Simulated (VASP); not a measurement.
# InSb (F-43m) in VASP: notebook, part 2 of 3

VASP 6.6.1. Earlier steps stand in the parts before.

**4. Electric field gradients, PBE (33.30 Å³/atom)**

This run uses another cell than the first one, of 33.30 Å³/atom.

INCAR

```
SYSTEM = InSb
PREC = Accurate ; ENCUT = 520
EDIFF = 1E-8 ; ISMEAR = -1
SIGMA = 0.03 ; LREAL = .FALSE.
LASPH = .TRUE. ; NELM = 100
ALGO = Normal ; ISIF = 2
LWAVE = .FALSE. ; LCHARG = .FALSE.
GGA = PE ; LEFG = .TRUE.
NBANDS = 16
```

KPOINTS

```
Automatic mesh
0
G
  10 10 10
  0 0 0
```

POSCAR

```
InSb
1.0
    0.0000000000      3.2173604188      3.2173604188
    3.2173604188      0.0000000000      3.2173604188
    3.2173604188      3.2173604188      0.0000000000
In Sb
1 1
Direct
    0.0000000000      0.0000000000      0.0000000000
    0.7500000000      0.7500000000      0.7500000000
```

Potentials or basis: VASP PAW PBE potentials, release 64 (In_d, Sb).

Launch:

```
> cat potpaw_PBE.64/In_d/POTCAR potpaw_PBE.64/Sb/POTCAR > POTCAR
> mpirun -np 1 vasp_std > vasp.out
```

OUTCAR:

```text
SYSTEM = InSb
   PREC = Accurate
   ENCUT = 520
   EDIFF = 1E-8
   ISMEAR = -1
   LREAL = .FALSE.
   LASPH = .TRUE.
   NELM = 100
   ISIF = 2
   GGA = PE

 ion  position               nearest neighbor table
   1  0.000  0.000  0.000-   2 2.79   2 2.79   2 2.79   2 2.79
   2  0.750  0.750  0.750-   1 2.79   1 2.79   1 2.79   1 2.79

  LATTYP: Found a face centered cubic cell.
 ALAT       =     6.4347208376

  Lattice vectors:

 A1 = (   0.0000000000,   3.2173604188,   3.2173604188)
 A2 = (   3.2173604188,   0.0000000000,   3.2173604188)
 A3 = (   3.2173604188,   3.2173604188,   0.0000000000)

Analysis of symmetry for initial positions (statically):
=====================================================================
 Subroutine PRICEL returns:
 Original cell was already a primitive cell.

 Routine SETGRP: Setting up the symmetry group for a
 face centered cubic supercell.

 Subroutine GETGRP returns: Found 24 space group operations
 (whereof 24 operations were pure point group operations)
 out of a pool of 48 trial point group operations.

The static configuration has the point symmetry T_d .

Analysis of symmetry for dynamics (positions and initial velocities):
=====================================================================
 Subroutine PRICEL returns:
 Original cell was already a primitive cell.

 Routine SETGRP: Setting up the symmetry group for a
 face centered cubic supercell.

 Subroutine GETGRP returns: Found 24 space group operations
 (whereof 24 operations were pure point group operations)
 out of a pool of 48 trial point group operations.

The dynamic configuration has the point symmetry T_d .

 Subroutine INISYM returns: Found 24 space group operations
 (whereof 24 operations are pure point group operations),
 and found     1 'primitive' translations

----------------------------------------------------------------------------------------

                                     Primitive cell

  volume of cell :      66.6084

  direct lattice vectors                    reciprocal lattice vectors
     0.000000000  3.217360419  3.217360419    -0.155406897  0.155406897  0.155406897
     3.217360419  0.000000000  3.217360419     0.155406897 -0.155406897  0.155406897
     3.217360419  3.217360419  0.000000000     0.155406897  0.155406897 -0.155406897

  length of vectors
     4.550034739  4.550034739  4.550034739     0.269172642  0.269172642  0.269172642

  position of ions in fractional coordinates (direct lattice)
     0.000000000  0.000000000  0.000000000
     0.750000000  0.750000000  0.750000000

  ion indices of the primitive-cell ions
   primitive index   ion index
                 1           1
                 2           2

----------------------------------------------------------------------------------------

 KPOINTS: Automatic mesh

Automatic generation of k-mesh.
 Grid dimensions read from file:
 generate k-points for:   10   10   10

 Generating k-lattice:

[... 70 lines left out ...]
   TEBEG  =    0.0;   TEEND  =   0.0 temperature during run
   PSTRESS=    0.0 pullay stress
   NELECT =      18.0000    total number of electrons
   NUPDOWN=      -1.0000    fix difference up-down
   EMIN   =  10.00;   EMAX   =-10.00  energy-range for DOS
   EFERMI =   0.00;   METHOD = LEGACY
   ISMEAR =    -1;   SIGMA  =   0.03  broadening in eV -4-tet -1-fermi 0-gaus
   EFERMI_NEDOS =   21; number of points for ismear=-14 and -15
   IALGO  =     38    algorithm
   IMIX   =      4    mixing-type and parameters
     AMIX     =   0.40;   BMIX     =  1.00
     AMIX_MAG =   1.60;   BMIX_MAG =  1.00
  volume/ion in A,a.u.               =      33.30       224.75
  Fermi-wavevector in a.u.,A,eV,Ry     =   1.058415  2.000114 15.241820  1.120242
  Thomas-Fermi vector in A             =   2.193723
   LORBIT       =      0    0 simple, 1 ext, 2 COOP (PROOUT), +10 PAW based schemes
   GGA     = PE    functional components
   LHFCALC =     F    Hartree Fock is set to
   AEXX    =    0.0000 exact exchange contribution
   IVDW    =     0    specifies the selected vdW correction
   LEPSILON=     F    determine dielectric tensor
   LRPA    =     F    only Hartree local field effects (RPA)
 non-spin polarized calculation
  energy-cutoff  :      520.00
  volume of cell :       66.61
 maximum number of plane-waves:      1823
 NGX is ok and might be reduce to    36
   NGX = 17   NGY = 17   NGZ = 17

 number of electron      17.9999998 magnetization

 Free energy of the ion-electron system (eV)
  ---------------------------------------------------
  ext. energy  EPLUGINS =         0.00000000
  ---------------------------------------------------
  free energy    TOTEN  =        -6.87461913 eV

  energy without entropy =       -6.87447004  energy(sigma->0) =       -6.87454459

 E-fermi :   5.3525     XC(G=0):  -8.7743

 val. band max:        5.3266171044   @ k =   0.0000   0.0000   0.0000
 cond. band min:       5.9006475298   @ k =   0.5000   0.0000   0.0000
 fundamental gap:      0.5740304255
 Fermi energy:         5.3525489992

 k-point     1 :       0.0000    0.0000    0.0000
  band No.  band energies     occupation
      1      -9.3258      2.00000
      2      -9.3258      2.00000
      3      -9.3258      2.00000
      4      -9.2346      2.00000
      5      -9.2346      2.00000
      6      -5.5247      2.00000
[... 433 lines left out ...]
      3      -9.2891      2.00000
      4      -9.2496      2.00000
      5      -9.2276      2.00000
      6      -4.1098      2.00000
[... 8 lines left out ...]
     15      14.9933      0.00000
     16      15.5152      0.00000

 [... further k-points ...]

------------------------ aborting loop because EDIFF is reached ----------------------------------------

  FORCE on cell =-STRESS in cart. coord.  units (eV):
  Direction    XX          YY          ZZ          XY          YZ          ZX
  --------------------------------------------------------------------------------------
  -------------------------------------------------------------------------------------
  Total        1.7493279      1.7493279      1.7493279      0.0000000      0.0000000      0.0000000
  in kB       42.0777649     42.0777649     42.0777649      0.0000000      0.0000000      0.0000000
  external PRESSURE =      42.0777649 kB  Pullay stress =       0.0000000 kB

 VOLUME and BASIS-vectors are now :
 -----------------------------------------------------------------------------
  energy-cutoff  :      520.00
  volume of cell :       66.61
      direct lattice vectors                 reciprocal lattice vectors
     0.000000000  3.217360419  3.217360419    -0.155406897  0.155406897  0.155406897
     3.217360419  0.000000000  3.217360419     0.155406897 -0.155406897  0.155406897
     3.217360419  3.217360419  0.000000000     0.155406897  0.155406897 -0.155406897

 POSITION                                       TOTAL-FORCE (eV/Angst)
 -----------------------------------------------------------------------------------
      0.00000      0.00000      0.00000         0.000000      0.000000      0.000000
      4.82604      4.82604      4.82604        -0.000000     -0.000000     -0.000000
 -----------------------------------------------------------------------------------
    total drift:                                0.000000      0.000000      0.000000

  FREE ENERGIE OF THE ION-ELECTRON SYSTEM (eV)
  ---------------------------------------------------
  free  energy   TOTEN  =        -6.8746191344 eV

  energy  without entropy=       -6.8744700398  energy(sigma->0) =       -6.87454459

 Electric field gradients (V/A^2)
---------------------------------------------------------------------
 ion       V_xx      V_yy      V_zz      V_xy      V_xz      V_yz
---------------------------------------------------------------------
   1       0.000    -0.000     0.000     0.001     0.001     0.001
   2       0.000    -0.000    -0.000    -0.000    -0.000    -0.000
---------------------------------------------------------------------

 Electric field gradients after diagonalization (V/A^2)
 (convention: |V_zz| > |V_xx| > |V_yy|)
----------------------------------------------------------------------
 ion       V_xx      V_yy      V_zz     asymmetry (V_yy - V_xx)/ V_zz
----------------------------------------------------------------------
   1      -0.001    -0.001     0.001       0.000
   2       0.000     0.000    -0.000       0.000
----------------------------------------------------------------------

           NMR quadrupolar parameters

 Cq : quadrupolar parameter    Cq=e*Q*V_zz/h
 eta: asymmetry parameters     (V_yy - V_xx)/ V_zz
 Q  : nuclear electric quadrupole moment in mb (millibarn)
----------------------------------------------------------------------
 ion       Cq(MHz)       eta       Q (mb)
----------------------------------------------------------------------
   1       0.000       0.000       1.000
   2      -0.000       0.000       1.000
----------------------------------------------------------------------
```

OSZICAR:

```text
N       E                     dE             d eps       ncg     rms          rms(c)
DAV:   1     0.112394589456E+03    0.11239E+03   -0.79765E+03  1504   0.113E+03
DAV:   2     0.508061623941E-02   -0.11239E+03   -0.10885E+03  1760   0.280E+02
DAV:   3    -0.678515051684E+01   -0.67902E+01   -0.67709E+01  1888   0.711E+01
DAV:   4    -0.697850669916E+01   -0.19336E+00   -0.19333E+00  1936   0.138E+01
DAV:   5    -0.698929354866E+01   -0.10787E-01   -0.10787E-01  2304   0.262E+00    0.432E+00
DAV:   6    -0.688811921230E+01    0.10117E+00   -0.15424E-01  2168   0.611E+00    0.251E+00
DAV:   7    -0.687296405412E+01    0.15155E-01   -0.72520E-02  2032   0.254E+00    0.641E-01
DAV:   8    -0.687389381730E+01   -0.92976E-03   -0.78994E-03  2016   0.104E+00    0.279E-01
DAV:   9    -0.687453986820E+01   -0.64605E-03   -0.97298E-04  1792   0.262E-01    0.744E-02
DAV:  10    -0.687457650480E+01   -0.36637E-04   -0.45131E-05  2096   0.450E-02    0.376E-02
DAV:  11    -0.687461756754E+01   -0.41063E-04   -0.71100E-05  1712   0.535E-02    0.222E-02
DAV:  12    -0.687461898009E+01   -0.14125E-05   -0.11921E-06  1960   0.715E-03    0.577E-03
DAV:  13    -0.687461910690E+01   -0.12681E-06   -0.13210E-06  1760   0.741E-03    0.292E-03
DAV:  14    -0.687461904119E+01    0.65708E-07   -0.31566E-08  2112   0.101E-03    0.913E-04
DAV:  15    -0.687461906821E+01   -0.27023E-07   -0.62711E-09  1448   0.567E-04    0.519E-04
DAV:  16    -0.687461913096E+01   -0.62751E-07   -0.15404E-09  1256   0.306E-04    0.148E-04
DAV:  17    -0.687461913437E+01   -0.34099E-08   -0.23647E-10   968   0.157E-04
   1 F= -.68746191E+01 E0= -.68745446E+01  d E =-.149095E-03
```

Run time: 63 s. Hardware: 1 thread of Intel Xeon 8259CL, shared host; peak memory 0.23 GiB.

Results:

```
Free energy                             : -6.8746 eV
Pressure                                : 4.2 GPa
Band gap on the k mesh                  : zero (filled and empty bands touch)
Largest electric field gradient by atom : zero within the noise of the run
```

Caveat: the cell stands under pressure; semilocal functionals underestimate gaps, so a narrow gap can read as zero; spin-orbit coupling is left out, which moves the levels of the heavy elements.

(Part 2 of 3 ends here.)
